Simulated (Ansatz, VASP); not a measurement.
**Two plane-wave programs on NaF**

```
Na F
1.0
     0.00000    2.28845    2.32330
     2.28845    0.00000    2.32330
     2.28845    2.28845    0.00000
Na F
1 1
Direct
  0.00000 0.00000 0.00000
  0.50000 0.50000 0.50000
```

Change from the starting cell: strain -0.015 along x and y, +0.000 along z, atoms carried along.

Alike in both runs: task single point; functional PBE; k mesh 8 × 8 × 8; occupations gaussian, width 0.05 eV; no spin polarisation.

|  | VASP | Ansatz |
| --- | --- | --- |
| version | VASP 6.6.1 | Ansatz 0.2.0 |
| potentials or method | VASP PAW PBE potentials, release 64 (Na_pv, F), cutoff 520 eV | scalar-relativistic, plane waves, PAW |
| valence electrons in the cell | 14 | 16 |

```tsv
	VASP	Ansatz	Ansatz less VASP
gap on the k mesh at the Fermi level (eV)	6.42	6.44	+0.016
least direct gap on the mesh (eV)	6.42	6.44	+0.016
pressure (GPa)	3.3	3.4	+0.11
traceless stress, the component that is largest in VASP (GPa)	-0.98	-0.95	+0.031
```

VASP's potentials hold 14 valence electrons a cell and Ansatz's 16, so a difference there can come from the potentials and not from the codes.
